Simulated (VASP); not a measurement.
Here is a VASP 6.6.1 calculation.

Contents of INCAR:

```
AGGAC    = 0.0          
ALDAC    = 0.0          
ALGO     = Normal         # electronic algorithm
EDIFF    = 1E-6           # SCF threshold, eV
ENCUT    = 600            # plane-wave cutoff, eV
GGA      = PE             # functional
GGA_COMPAT= F            
ISIF     = 2              # what is computed and relaxed
ISMEAR   = -1             # smearing method
LASPH    = T              # aspherical terms in the spheres
LCHARG   = T              # write CHGCAR
LELF     = T              # ELF
LREAL    = F              # projectors in reciprocal space
LVHAR    = T            
LWAVE    = F              # write WAVECAR
NBANDS   = 11             # bands
NELM     = 120            # most SCF steps
PREC     = Accurate       # precision mode
SIGMA    = 0.05           # smearing width, eV
```

The input KPOINTS:

```
k-points
0
Gamma
  10 10 10
```

POSCAR

```
AlN
1.0
    0.0000000000      2.1693354430      2.1693354430
    2.1693354430      0.0000000000      2.1693354430
    2.1693354430      2.1693354430      0.0000000000
Al N
1 1
Direct
    0.0000000000      0.0000000000      0.0000000000
    0.2500000000      0.2500000000      0.2500000000
```

Potentials or basis: VASP PAW PBE potentials, release 64 (Al, N).

Command:

```bash
$ cat potpaw_PBE.64/Al/POTCAR potpaw_PBE.64/N/POTCAR > POTCAR
$ mpirun -np 1 vasp_std > vasp.out
```

Q: Estimate the band gap on the k mesh.

A: 3.67 eV, indirect (least direct gap 4.69 eV).

Q: What does it give for the pressure?

A: 24.0 GPa.

A k mesh can miss the band edges.
